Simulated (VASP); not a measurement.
# La (Fm-3m) in VASP: further runs, part 2 of 3

VASP 6.6.1. The steps go on from the part before.

**4. Electric field gradients, PBE (36.39 Å³/atom)**

This run uses another cell than the first one, of 36.39 Å³/atom.

File INCAR:

```
SYSTEM = La
PREC     = Accurate       ! precision mode
ENCUT    = 520            ! plane-wave cutoff, eV
EDIFF    = 1E-8           ! SCF threshold, eV
ISMEAR   = -1             ! smearing method
SIGMA    = 0.05           ! smearing width, eV
LREAL    = .FALSE.        ! projectors in reciprocal space
LASPH    = .TRUE.         ! aspherical terms in the spheres
NELM     = 60             ! most SCF steps
ALGO     = Normal         ! electronic algorithm
ISIF     = 2              ! what is computed and relaxed
LWAVE    = .FALSE.        ! write WAVECAR
LCHARG   = .FALSE.        ! write CHGCAR
GGA      = PE             ! functional
LEFG     = .TRUE.       
NBANDS   = 12             ! bands
```

File KPOINTS:

```
regular mesh
0
G
  11 11 11
  0 0 0
```

File POSCAR:

```
La
1.0
    0.0000000000      2.6302276524      2.6302276524
    2.6302276524      0.0000000000      2.6302276524
    2.6302276524      2.6302276524      0.0000000000
La
1
Direct
    0.0000000000      0.0000000000      0.0000000000
```

Potentials or basis: VASP PAW PBE potentials, release 64 (La).

Launch:

```
cat potpaw_PBE.64/La/POTCAR > POTCAR
mpirun -np 1 vasp_std > vasp.out
```

OUTCAR:

```text
SYSTEM = La
   PREC = Accurate
   ENCUT = 520
   EDIFF = 1E-8
   ISMEAR = -1
   LREAL = .FALSE.
   LASPH = .TRUE.
   NELM = 60
   ISIF = 2
   GGA = PE

 ion  position               nearest neighbor table
   1  0.000  0.000  0.000-

  LATTYP: Found a face centered cubic cell.
 ALAT       =     5.2604553048

  Lattice vectors:

 A1 = (   0.0000000000,   2.6302276524,   2.6302276524)
 A2 = (   2.6302276524,   0.0000000000,   2.6302276524)
 A3 = (   2.6302276524,   2.6302276524,   0.0000000000)

Analysis of symmetry for initial positions (statically):
=====================================================================
 Subroutine PRICEL returns:
 Original cell was already a primitive cell.

 Routine SETGRP: Setting up the symmetry group for a
 face centered cubic supercell.

 Subroutine GETGRP returns: Found 48 space group operations
 (whereof 48 operations were pure point group operations)
 out of a pool of 48 trial point group operations.

The static configuration has the point symmetry O_h .

Analysis of symmetry for dynamics (positions and initial velocities):
=====================================================================
 Subroutine PRICEL returns:
 Original cell was already a primitive cell.

 Routine SETGRP: Setting up the symmetry group for a
 face centered cubic supercell.

 Subroutine GETGRP returns: Found 48 space group operations
 (whereof 48 operations were pure point group operations)
 out of a pool of 48 trial point group operations.

The dynamic configuration has the point symmetry O_h .

 Subroutine INISYM returns: Found 48 space group operations
 (whereof 48 operations are pure point group operations),
 and found     1 'primitive' translations

----------------------------------------------------------------------------------------

                                     Primitive cell

  volume of cell :      36.3923

  direct lattice vectors                    reciprocal lattice vectors
     0.000000000  2.630227652  2.630227652    -0.190097614  0.190097614  0.190097614
     2.630227652  0.000000000  2.630227652     0.190097614 -0.190097614  0.190097614
     2.630227652  2.630227652  0.000000000     0.190097614  0.190097614 -0.190097614

  length of vectors
     3.719703618  3.719703618  3.719703618     0.329258725  0.329258725  0.329258725

  position of ions in fractional coordinates (direct lattice)
     0.000000000  0.000000000  0.000000000

  ion indices of the primitive-cell ions
   primitive index   ion index
                 1           1

----------------------------------------------------------------------------------------

 KPOINTS: regular mesh

Automatic generation of k-mesh.
 Grid dimensions read from file:
 generate k-points for:   11   11   11

 Generating k-lattice:

  Cartesian coordinates                     Fractional coordinates (reciprocal lattice)
[... 59 lines left out ...]
   NELM   =     60;   NELMIN=  2; NELMDL= -5     # of ELM steps
   EDIFF  = 0.1E-07   stopping-criterion for ELM
   LREAL  =      F    real-space projection
   EDIFFG = 0.1E-06   stopping-criterion for IOM
   NSW    =      0    number of steps for IOM
   IBRION =     -1    ionic relax: 0-MD 1-quasi-New 2-CG
   NFREE  =      0    steps in history (QN), initial steepest desc. (CG)
   ISIF   =      2    stress and relaxation
   ISYM   =      2    0-nonsym 1-usesym 2-fastsym
   POTIM  = 0.5000    time-step for ionic-motion
   TEBEG  =    0.0;   TEEND  =   0.0 temperature during run
   PSTRESS=    0.0 pullay stress
   NELECT =      11.0000    total number of electrons
   NUPDOWN=      -1.0000    fix difference up-down
   EMIN   =  10.00;   EMAX   =-10.00  energy-range for DOS
   EFERMI =   0.00;   METHOD = LEGACY
   ISMEAR =    -1;   SIGMA  =   0.05  broadening in eV -4-tet -1-fermi 0-gaus
   EFERMI_NEDOS =   21; number of points for ismear=-14 and -15
   IALGO  =     38    algorithm
   IMIX   =      4    mixing-type and parameters
     AMIX     =   0.40;   BMIX     =  1.00
     AMIX_MAG =   1.60;   BMIX_MAG =  1.00
  volume/ion in A,a.u.               =      36.39       245.59
  Fermi-wavevector in a.u.,A,eV,Ry     =   1.098675  2.076194 16.423398  1.207086
  Thomas-Fermi vector in A             =   2.235056
   LORBIT       =      0    0 simple, 1 ext, 2 COOP (PROOUT), +10 PAW based schemes
   GGA     = PE    functional components
[... 5 lines left out ...]
 non-spin polarized calculation
  energy-cutoff  :      520.00
  volume of cell :       36.39
 maximum number of plane-waves:       990
   NGX = 13   NGY = 13   NGZ = 13

 number of electron      10.9999999 magnetization

 Free energy of the ion-electron system (eV)
  ---------------------------------------------------
  ext. energy  EPLUGINS =         0.00000000
  ---------------------------------------------------
  free energy    TOTEN  =        -4.88886281 eV

  energy without entropy =       -4.87396276  energy(sigma->0) =       -4.88141279

 E-fermi :   8.0424     XC(G=0):  -9.6431

 val. band max:        7.9583462365   @ k =   0.3636   0.1818   0.0000
 cond. band min:       8.0529460315   @ k =  -0.1818   0.2727   0.0909
 fundamental gap:      0.0945997950
 Fermi energy:         8.0424084632

 k-point     1 :       0.0000    0.0000    0.0000
  band No.  band energies     occupation
      1     -24.7767      2.00000
      2      -7.7306      2.00000
      3      -7.7306      2.00000
      4      -7.7306      2.00000
      5       4.8992      2.00000
      6       9.3808      0.00000
      7       9.5642      0.00000
      8       9.5642      0.00000
      9       9.5642      0.00000
     10       9.9006      0.00000
     11       9.9006      0.00000
     12       9.9006      0.00000
[... 331 lines left out ...]
 k-point    24 :      -0.1818    0.1818    0.0000
  band No.  band energies     occupation
      1     -24.6375      2.00000
      2      -8.5718      2.00000
      3      -8.0835      2.00000
      4      -7.8224      2.00000
      5       6.8835      2.00000
      6       8.1844      0.11047
      7       8.9457      0.00000
      8       9.7270      0.00000
      9       9.7284      0.00000
     10      10.0437      0.00000
     11      10.0845      0.00000
     12      10.3753      0.00000

 [... further k-points ...]
[... 5 lines left out ...]
  --------------------------------------------------------------------------------------
  -------------------------------------------------------------------------------------
  Total        0.1105353      0.1105353      0.1105353      0.0000000     -0.0000000     -0.0000000
  in kB        4.8663318      4.8663318      4.8663318      0.0000000     -0.0000000     -0.0000000
  external PRESSURE =       4.8663318 kB  Pullay stress =       0.0000000 kB

 VOLUME and BASIS-vectors are now :
 -----------------------------------------------------------------------------
  energy-cutoff  :      520.00
  volume of cell :       36.39
      direct lattice vectors                 reciprocal lattice vectors
     0.000000000  2.630227652  2.630227652    -0.190097614  0.190097614  0.190097614
     2.630227652  0.000000000  2.630227652     0.190097614 -0.190097614  0.190097614
     2.630227652  2.630227652  0.000000000     0.190097614  0.190097614 -0.190097614

 POSITION                                       TOTAL-FORCE (eV/Angst)
 -----------------------------------------------------------------------------------
      0.00000      0.00000      0.00000         0.000000      0.000000      0.000000
 -----------------------------------------------------------------------------------
    total drift:                                0.000000      0.000000      0.000000

  FREE ENERGIE OF THE ION-ELECTRON SYSTEM (eV)
  ---------------------------------------------------
  free  energy   TOTEN  =        -4.8888628059 eV

  energy  without entropy=       -4.8739627644  energy(sigma->0) =       -4.88141279

 Electric field gradients (V/A^2)
---------------------------------------------------------------------
 ion       V_xx      V_yy      V_zz      V_xy      V_xz      V_yz
---------------------------------------------------------------------
   1       0.000     0.000    -0.000     0.000     0.000     0.000
---------------------------------------------------------------------

 Electric field gradients after diagonalization (V/A^2)
 (convention: |V_zz| > |V_xx| > |V_yy|)
----------------------------------------------------------------------
 ion       V_xx      V_yy      V_zz     asymmetry (V_yy - V_xx)/ V_zz
----------------------------------------------------------------------
   1      -0.000    -0.000     0.000       0.000
----------------------------------------------------------------------

           NMR quadrupolar parameters

 Cq : quadrupolar parameter    Cq=e*Q*V_zz/h
 eta: asymmetry parameters     (V_yy - V_xx)/ V_zz
 Q  : nuclear electric quadrupole moment in mb (millibarn)
----------------------------------------------------------------------
 ion       Cq(MHz)       eta       Q (mb)
----------------------------------------------------------------------
   1       0.000       0.000       1.000
----------------------------------------------------------------------
```

Wall time 26 s (1 thread of Intel Xeon Platinum 8488C (Sapphire Rapids), shared host); peak memory 0.18 GiB.

What came out:

| Property | Result |
| --- | --- |
| Free energy | -4.8889 eV |
| Pressure | 0.5 GPa |
| Band gap on the k mesh | zero (an odd number of electrons rules out a gap without spin polarisation) |
| Largest electric field gradient by atom | under 0.05 V/Å² on every atom |

Levels at points of the mesh, in eV from the Fermi level:
| k point | band 1 | band 2 | band 3 | band 4 | band 5 | band 6 | band 7 | band 8 | band 9 | band 10 |
| --- | --- | --- | --- | --- | --- | --- | --- | --- | --- | --- |
| (0.00, 0.00, 0.00) | -32.82 | -15.77 | -15.77 | -15.77 | -3.14 | 1.34 | 1.52 | 1.52 | 1.52 | 1.86 |

Caveat: spin-orbit coupling is left out, which moves the levels of the heavy elements.

**5. Electric field gradients, PBE (37.88 Å³/atom)**

This run uses another cell than the first one, of 37.88 Å³/atom.

File INCAR:

```
SYSTEM = La
PREC = Accurate
ENCUT = 520
EDIFF = 1E-8
ISMEAR = -1
SIGMA = 0.05
LREAL = .False.
LASPH = .True.
NELM = 80
ALGO = Normal
ISIF = 2
LWAVE = .False.
LCHARG = .False.
GGA = PE
LEFG = .True.
NBANDS = 12
```

File KPOINTS:

```
regular mesh
0
Gamma
  11 11 11
  0 0 0
```

File POSCAR:

```
La
1.0
    0.0000000000      2.6655369349      2.6655369349
    2.6655369349      0.0000000000      2.6655369349
    2.6655369349      2.6655369349      0.0000000000
La
1
Direct
    0.0000000000      0.0000000000      0.0000000000
```

Potentials or basis: VASP PAW PBE potentials, release 64 (La).

Launch:

```
cat potpaw_PBE.64/La/POTCAR > POTCAR
mpirun -np 1 vasp_std > vasp.out
```

OUTCAR:

```text
SYSTEM = La
   PREC = Accurate
   ENCUT = 520
   EDIFF = 1E-8
   ISMEAR = -1
   LREAL = .False.
   LASPH = .True.
   NELM = 80
   ISIF = 2
   GGA = PE

 ion  position               nearest neighbor table
   1  0.000  0.000  0.000-

  LATTYP: Found a face centered cubic cell.
 ALAT       =     5.3310738698

  Lattice vectors:

 A1 = (   0.0000000000,   2.6655369349,   2.6655369349)
 A2 = (   2.6655369349,   0.0000000000,   2.6655369349)
 A3 = (   2.6655369349,   2.6655369349,   0.0000000000)

Analysis of symmetry for initial positions (statically):
=====================================================================
 Subroutine PRICEL returns:
 Original cell was already a primitive cell.

 Routine SETGRP: Setting up the symmetry group for a
 face centered cubic supercell.

 Subroutine GETGRP returns: Found 48 space group operations
 (whereof 48 operations were pure point group operations)
 out of a pool of 48 trial point group operations.

The static configuration has the point symmetry O_h .

Analysis of symmetry for dynamics (positions and initial velocities):
=====================================================================
 Subroutine PRICEL returns:
 Original cell was already a primitive cell.

 Routine SETGRP: Setting up the symmetry group for a
 face centered cubic supercell.

 Subroutine GETGRP returns: Found 48 space group operations
 (whereof 48 operations were pure point group operations)
 out of a pool of 48 trial point group operations.

The dynamic configuration has the point symmetry O_h .

 Subroutine INISYM returns: Found 48 space group operations
 (whereof 48 operations are pure point group operations),
 and found     1 'primitive' translations

----------------------------------------------------------------------------------------

                                     Primitive cell

  volume of cell :      37.8777

  direct lattice vectors                    reciprocal lattice vectors
     0.000000000  2.665536935  2.665536935    -0.187579468  0.187579468  0.187579468
     2.665536935  0.000000000  2.665536935     0.187579468 -0.187579468  0.187579468
     2.665536935  2.665536935  0.000000000     0.187579468  0.187579468 -0.187579468

  length of vectors
     3.769638484  3.769638484  3.769638484     0.324897169  0.324897169  0.324897169

  position of ions in fractional coordinates (direct lattice)
     0.000000000  0.000000000  0.000000000

  ion indices of the primitive-cell ions
   primitive index   ion index
                 1           1

----------------------------------------------------------------------------------------

 KPOINTS: regular mesh

Automatic generation of k-mesh.
 Grid dimensions read from file:
 generate k-points for:   11   11   11

 Generating k-lattice:

  Cartesian coordinates                     Fractional coordinates (reciprocal lattice)
[... 59 lines left out ...]
   NELM   =     80;   NELMIN=  2; NELMDL= -5     # of ELM steps
   EDIFF  = 0.1E-07   stopping-criterion for ELM
   LREAL  =      F    real-space projection
   EDIFFG = 0.1E-06   stopping-criterion for IOM
   NSW    =      0    number of steps for IOM
   IBRION =     -1    ionic relax: 0-MD 1-quasi-New 2-CG
   NFREE  =      0    steps in history (QN), initial steepest desc. (CG)
   ISIF   =      2    stress and relaxation
   ISYM   =      2    0-nonsym 1-usesym 2-fastsym
   POTIM  = 0.5000    time-step for ionic-motion
   TEBEG  =    0.0;   TEEND  =   0.0 temperature during run
   PSTRESS=    0.0 pullay stress
   NELECT =      11.0000    total number of electrons
   NUPDOWN=      -1.0000    fix difference up-down
   EMIN   =  10.00;   EMAX   =-10.00  energy-range for DOS
   EFERMI =   0.00;   METHOD = LEGACY
   ISMEAR =    -1;   SIGMA  =   0.05  broadening in eV -4-tet -1-fermi 0-gaus
   EFERMI_NEDOS =   21; number of points for ismear=-14 and -15
   IALGO  =     38    algorithm
   IMIX   =      4    mixing-type and parameters
     AMIX     =   0.40;   BMIX     =  1.00
     AMIX_MAG =   1.60;   BMIX_MAG =  1.00
  volume/ion in A,a.u.               =      37.88       255.61
  Fermi-wavevector in a.u.,A,eV,Ry     =   1.084121  2.048691 15.991172  1.175318
  Thomas-Fermi vector in A             =   2.220203
   LORBIT       =      0    0 simple, 1 ext, 2 COOP (PROOUT), +10 PAW based schemes
   GGA     = PE    functional components
[... 5 lines left out ...]
 non-spin polarized calculation
  energy-cutoff  :      520.00
  volume of cell :       37.88
 maximum number of plane-waves:      1032
   NGX = 13   NGY = 13   NGZ = 13

 number of electron      11.0000000 magnetization

 Free energy of the ion-electron system (eV)
  ---------------------------------------------------
  ext. energy  EPLUGINS =         0.00000000
  ---------------------------------------------------
  free energy    TOTEN  =        -4.88852923 eV

  energy without entropy =       -4.87322636  energy(sigma->0) =       -4.88087779

 E-fermi :   7.6603     XC(G=0):  -9.4808

 val. band max:        7.6583240101   @ k =  -0.3636   0.3636   0.1818
 cond. band min:       7.6785444826   @ k =  -0.1818   0.2727   0.0909
 fundamental gap:      0.0202204725
 Fermi energy:         7.6603453118

 k-point     1 :       0.0000    0.0000    0.0000
  band No.  band energies     occupation
      1     -25.2139      2.00000
      2      -8.2447      2.00000
      3      -8.2447      2.00000
      4      -8.2447      2.00000
      5       4.4871      2.00000
      6       8.9647      0.00000
      7       9.1517      0.00000
      8       9.1517      0.00000
      9       9.1517      0.00000
     10       9.4401      0.00000
     11       9.4401      0.00000
     12       9.4401      0.00000
[... 331 lines left out ...]
 k-point    24 :      -0.1818    0.1818    0.0000
  band No.  band energies     occupation
      1     -25.0951      2.00000
      2      -8.9912      2.00000
      3      -8.5572      2.00000
      4      -8.3270      2.00000
      5       6.4056      2.00000
      6       7.8131      0.09006
      7       8.5561      0.00000
      8       9.2886      0.00000
      9       9.2918      0.00000
     10       9.5653      0.00000
     11       9.6092      0.00000
     12       9.8798      0.00000

 [... further k-points ...]
[... 5 lines left out ...]
  --------------------------------------------------------------------------------------
  -------------------------------------------------------------------------------------
  Total       -0.1356600     -0.1356600     -0.1356600      0.0000000      0.0000000      0.0000000
  in kB       -5.7382340     -5.7382340     -5.7382340      0.0000000      0.0000000      0.0000000
  external PRESSURE =      -5.7382340 kB  Pullay stress =       0.0000000 kB

 VOLUME and BASIS-vectors are now :
 -----------------------------------------------------------------------------
  energy-cutoff  :      520.00
  volume of cell :       37.88
      direct lattice vectors                 reciprocal lattice vectors
     0.000000000  2.665536935  2.665536935    -0.187579468  0.187579468  0.187579468
     2.665536935  0.000000000  2.665536935     0.187579468 -0.187579468  0.187579468
     2.665536935  2.665536935  0.000000000     0.187579468  0.187579468 -0.187579468

 POSITION                                       TOTAL-FORCE (eV/Angst)
 -----------------------------------------------------------------------------------
      0.00000      0.00000      0.00000        -0.000000      0.000000      0.000000
 -----------------------------------------------------------------------------------
    total drift:                                0.000000      0.000000      0.000000

  FREE ENERGIE OF THE ION-ELECTRON SYSTEM (eV)
  ---------------------------------------------------
  free  energy   TOTEN  =        -4.8885292300 eV

  energy  without entropy=       -4.8732263598  energy(sigma->0) =       -4.88087779

 Electric field gradients (V/A^2)
---------------------------------------------------------------------
 ion       V_xx      V_yy      V_zz      V_xy      V_xz      V_yz
---------------------------------------------------------------------
   1      -0.000     0.000     0.000    -0.000    -0.000    -0.000
---------------------------------------------------------------------

 Electric field gradients after diagonalization (V/A^2)
 (convention: |V_zz| > |V_xx| > |V_yy|)
----------------------------------------------------------------------
 ion       V_xx      V_yy      V_zz     asymmetry (V_yy - V_xx)/ V_zz
----------------------------------------------------------------------
   1       0.000     0.000    -0.000       0.000
----------------------------------------------------------------------

           NMR quadrupolar parameters

 Cq : quadrupolar parameter    Cq=e*Q*V_zz/h
 eta: asymmetry parameters     (V_yy - V_xx)/ V_zz
 Q  : nuclear electric quadrupole moment in mb (millibarn)
----------------------------------------------------------------------
 ion       Cq(MHz)       eta       Q (mb)
----------------------------------------------------------------------
   1      -0.000       0.000       1.000
----------------------------------------------------------------------
```

It took 29 s on 1 thread of Intel Xeon Platinum 8488C (Sapphire Rapids), shared host; peak memory 0.18 GiB.

Results:

| Quantity | Value |
| --- | --- |
| Free energy | -4.8885 eV |
| Pressure | -0.6 GPa |
| Band gap on the k mesh | zero (an odd number of electrons rules out a gap without spin polarisation) |
| Largest electric field gradient by atom | under 0.05 V/Å² on every atom |

Caveat: spin-orbit coupling is left out, which moves the levels of the heavy elements.

(Part 2 of 3 ends here.)

The gap in the log of VASP goes by the Fermi energy; the results here count the filled bands.